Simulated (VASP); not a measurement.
# Ag in VASP: notebook, part 2 of 2

VASP 6.6.1. The steps go on from the part before.

### 3 Single point, r2SCAN

POSCAR reads:

```
Ag
1.0
   -1.6887670800      1.6556540000      1.6556540000
    1.6556540000     -1.6887670800      1.6556540000
    1.6556540000      1.6556540000     -1.6887670800
Ag
1
Direct
    0.0000000000      0.0000000000      0.0000000000
```

INCAR.step1 reads:

```
PREC = Accurate
ENCUT = 520
ISMEAR = -1
SIGMA = 0.1
LREAL = False
LASPH = True
NELM = 100
NBANDS = 12
GGA = PE
ALGO = Normal
EDIFF = 1E-4
LWAVE = True
LCHARG = False
```

INCAR.step2 reads:

```
PREC = Accurate
ENCUT = 520
EDIFF = 1E-6
ISMEAR = -1
SIGMA = 0.1
LREAL = False
LASPH = True
NELM = 100
ALGO = Normal
ISIF = 2
LWAVE = False
LCHARG = False
METAGGA = R2SCAN
LMIXTAU = True
NBANDS = 12
ISTART = 1
```

KPOINTS reads:

```
regular mesh
0
Gamma
  15 15 15
```

Potentials or basis: VASP PAW PBE potentials, release 64 (Ag).

Command:

```console
cat potpaw_PBE.64/Ag/POTCAR > POTCAR
cp INCAR.step1 INCAR
mpirun -np 1 vasp_std > vasp.out
cp INCAR.step2 INCAR
mpirun -np 1 vasp_std > vasp.out
```

OUTCAR:

```text
PREC = Accurate
   ENCUT = 520
   EDIFF = 1E-6
   ISMEAR = -1
   LREAL = False
   LASPH = True
   NELM = 100
   ISIF = 2
   METAGGA = R2SCAN
   ISTART = 1

 ion  position               nearest neighbor table
   1  0.000  0.000  0.000-

  LATTYP: Found a trigonal (rhomboedric) cell.
 ALAT       =     2.8869212989
 COS(alpha) =    -0.3420602552

  Lattice vectors:

 A1 = (  -1.6887670800,   1.6556540000,   1.6556540000)
 A2 = (   1.6556540000,  -1.6887670800,   1.6556540000)
 A3 = (   1.6556540000,   1.6556540000,  -1.6887670800)

Analysis of symmetry for initial positions (statically):
=====================================================================
 Subroutine PRICEL returns:
 Original cell was already a primitive cell.

 Routine SETGRP: Setting up the symmetry group for a
 trigonal (rhombohedral) supercell.

 Subroutine GETGRP returns: Found 12 space group operations
 (whereof 12 operations were pure point group operations)
 out of a pool of 12 trial point group operations.

The static configuration has the point symmetry D_3d.

Analysis of symmetry for dynamics (positions and initial velocities):
=====================================================================
 Subroutine PRICEL returns:
 Original cell was already a primitive cell.

 Routine SETGRP: Setting up the symmetry group for a
 trigonal (rhombohedral) supercell.

 Subroutine GETGRP returns: Found 12 space group operations
 (whereof 12 operations were pure point group operations)
 out of a pool of 12 trial point group operations.

The dynamic configuration has the point symmetry D_3d.

 Subroutine INISYM returns: Found 12 space group operations
 (whereof 12 operations are pure point group operations),
 and found     1 'primitive' translations

----------------------------------------------------------------------------------------

                                     Primitive cell
[... 109 lines left out ...]
     AMIX_MAG =   1.60;   BMIX_MAG =  1.00
  volume/ion in A,a.u.               =      18.15       122.47
  Fermi-wavevector in a.u.,A,eV,Ry     =   1.385457  2.618135 26.116280  1.919492
  Thomas-Fermi vector in A             =   2.509866
   LORBIT       =      0    0 simple, 1 ext, 2 COOP (PROOUT), +10 PAW based schemes
   METAGGA = R2SCAN    functional components
   LHFCALC =     F    Hartree Fock is set to
   AEXX    =    0.0000 exact exchange contribution
   IVDW    =     0    specifies the selected vdW correction
   LEPSILON=     F    determine dielectric tensor
   LRPA    =     F    only Hartree local field effects (RPA)
 non-spin polarized calculation
  energy-cutoff  :      520.00
  volume of cell :       18.15
 maximum number of plane-waves:       507
 NGX is ok and might be reduce to    24
   NGX = 11   NGY = 11   NGZ = 11

 number of electron      11.0000000 magnetization

 Free energy of the ion-electron system (eV)
  ---------------------------------------------------
  ext. energy  EPLUGINS =         0.00000000
  ---------------------------------------------------
  free energy    TOTEN  =       -21.32070239 eV

  energy without entropy =      -21.31241308  energy(sigma->0) =      -21.31655773

 E-fermi :   7.6461     XC(G=0): -12.5373

 val. band max:        7.6411712584   @ k =  -0.3333   0.4000   0.2000
 cond. band min:       7.6699613266   @ k =  -0.2667   0.4000   0.2000
 fundamental gap:      0.0287900681
 Fermi energy:         7.6460573515

 k-point     1 :       0.0000    0.0000    0.0000
  band No.  band energies     occupation
      1       0.1155      2.00000
      2       2.4061      2.00000
      3       2.6386      2.00000
      4       2.6386      2.00000
      5       3.7963      2.00000
      6       3.7963      2.00000
      7      25.6878      0.00000
      8      26.2219      0.00000
      9      26.2219      0.00000
     10      31.2999      0.00000
     11      31.2999      0.00000
     12      31.9748      0.00000
[... 331 lines left out ...]
 k-point    24 :       0.2000    0.1333   -0.0000
  band No.  band energies     occupation
      1       1.7826      2.00000
      2       2.3001      2.00000
      3       2.7693      2.00000
      4       3.4918      2.00000
      5       3.8364      2.00000
      6       4.5452      2.00000
      7      19.3920      0.00000
      8      21.0052      0.00000
      9      24.0030      0.00000
     10      26.9926      0.00000
     11      30.0288      0.00000
     12      31.0704      0.00000

 [... further k-points ...]
[... 5 lines left out ...]
  --------------------------------------------------------------------------------------
  -------------------------------------------------------------------------------------
  Total       -0.3998809     -0.3998809     -0.3998809      0.1314640      0.1314640      0.1314640
  in kB      -35.3023596    -35.3023596    -35.3023596     11.6059278     11.6059278     11.6059278
  external PRESSURE =     -35.3023596 kB  Pullay stress =       0.0000000 kB

 VOLUME and BASIS-vectors are now :
 -----------------------------------------------------------------------------
  energy-cutoff  :      520.00
  volume of cell :       18.15
      direct lattice vectors                 reciprocal lattice vectors
    -1.688767080  1.655654000  1.655654000     0.006102151  0.305107562  0.305107562
     1.655654000 -1.688767080  1.655654000     0.305107562  0.006102151  0.305107562
     1.655654000  1.655654000 -1.688767080     0.305107562  0.305107562  0.006102151

 POSITION                                       TOTAL-FORCE (eV/Angst)
 -----------------------------------------------------------------------------------
      0.00000      0.00000      0.00000        -0.000000     -0.000000      0.000000
 -----------------------------------------------------------------------------------
    total drift:                                0.000000      0.000000     -0.000000

  FREE ENERGIE OF THE ION-ELECTRON SYSTEM (eV)
  ---------------------------------------------------
  free  energy   TOTEN  =       -21.3207023877 eV

  energy  without entropy=      -21.3124130795  energy(sigma->0) =      -21.31655773
```

OUTCAR.step1:

```text
PREC = Accurate
   ENCUT = 520
   ISMEAR = -1
   LREAL = False
   LASPH = True
   NELM = 100
[... 576 lines left out ...]
 POSITION                                       TOTAL-FORCE (eV/Angst)
 -----------------------------------------------------------------------------------
      0.00000      0.00000      0.00000        -0.000000      0.000000      0.000000
 -----------------------------------------------------------------------------------
    total drift:                               -0.000000      0.000000     -0.000000

  FREE ENERGIE OF THE ION-ELECTRON SYSTEM (eV)
  ---------------------------------------------------
  free  energy   TOTEN  =        -2.6899143323 eV

  energy  without entropy=       -2.6812357630  energy(sigma->0) =       -2.68557505
```

OSZICAR.step1:

```text
N       E                     dE             d eps       ncg     rms          rms(c)
DAV:   1     0.514648043002E+02    0.51465E+02   -0.54804E+03  8368   0.822E+02
DAV:   2    -0.211177432388E+01   -0.53577E+02   -0.50802E+02  9592   0.191E+02
DAV:   3    -0.292092539487E+01   -0.80915E+00   -0.80871E+00  9660   0.248E+01
DAV:   4    -0.292339356400E+01   -0.24682E-02   -0.24681E-02  9320   0.144E+00
DAV:   5    -0.292341386791E+01   -0.20304E-04   -0.20304E-04  9360   0.118E-01    0.444E+00
DAV:   6    -0.269827359947E+01    0.22514E+00   -0.93032E-01  9080   0.851E+00    0.298E+00
DAV:   7    -0.269228731866E+01    0.59863E-02   -0.67435E-03  9256   0.787E-01    0.171E+00
DAV:   8    -0.268990509062E+01    0.23822E-02   -0.73090E-04  9284   0.214E-01    0.723E-02
DAV:   9    -0.268991433229E+01   -0.92417E-05   -0.79426E-06  4788   0.231E-02
   1 F= -.26899143E+01 E0= -.26855750E+01  d E =-.867857E-02
```

Wall time 69 s (1 thread of Intel Xeon 6975P-C (Granite Rapids), shared host); peak memory 0.19 GiB.

Results:

```yaml
Free_energy: -21.3207 eV
Pressure: -3.5 GPa
```

Stress tensor (GPa, compression positive):
```
-3.53  1.16  1.16
 1.16 -3.53  1.16
 1.16  1.16 -3.53
```

Caveat: the PAW data sets were made with another functional, which shifts forces and pressure a little.
